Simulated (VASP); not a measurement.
Write the native input for VASP 6.6.1 that does the following.

```
Task                   : single point
Functional             : slater exchange, pbe correlation
Potentials or basis    : VASP PAW PBE potentials, release 64 (Ag, I)
Cutoff                 : 500 eV
k mesh                 : 3 × 3 × 3
Occupations            : gaussian, width 0.3 eV
Spin                   : no spin polarisation
Dipole correction      : no
Further INCAR settings : ALGO = Normal; EDIFF = 1e-06; NBANDS = 16
```

The structure of AgI lies in POSCAR:

```
AgI
1.0
    0.0000000000      3.2365000000      3.2365000000
    3.2365000000      0.0000000000      3.2365000000
    3.2365000000      3.2365000000      0.0000000000
Ag I
1 1
Direct
    0.0000000000      0.0000000000      0.0000000000
    0.2500000000      0.2500000000      0.2500000000
```

One way to write it, as run:

INCAR

```
PREC = Accurate
ENCUT = 500
EDIFF = 1E-6
ISMEAR = 0
SIGMA = 0.3
LREAL = F
LASPH = T
NELM = 120
ALGO = Normal
ISIF = 2
LWAVE = F
LCHARG = F
GGA = LIBXC
LIBXC1 = LDA_X
LIBXC2 = GGA_C_PBE
NBANDS = 16
GGA_COMPAT = F
```

KPOINTS

```
regular mesh
0
Gamma
  3 3 3
```

Potentials or basis: VASP PAW PBE potentials, release 64 (Ag, I).

Run with:

```console
$ cat potpaw_PBE.64/Ag/POTCAR potpaw_PBE.64/I/POTCAR > POTCAR
$ mpirun -np 1 vasp_std > vasp.out
```

Results of the run:

| Quantity | Value |
| --- | --- |
| Pressure | -6.0 GPa |
| Band gap on the k mesh | 0.85 eV |

Caveat: the k points lie up to 0.56 Å⁻¹ apart; so wide a smearing shifts energies and pressures; the PAW data sets were made with another functional, which shifts forces and pressure a little; spin-orbit coupling is left out, which moves the levels of the heavy elements.

Run time: 7.9 s on 1 thread of Intel(R) Xeon(R) Platinum 8488C (Sapphire Rapids) (shared host), peak memory 0.2 GiB.
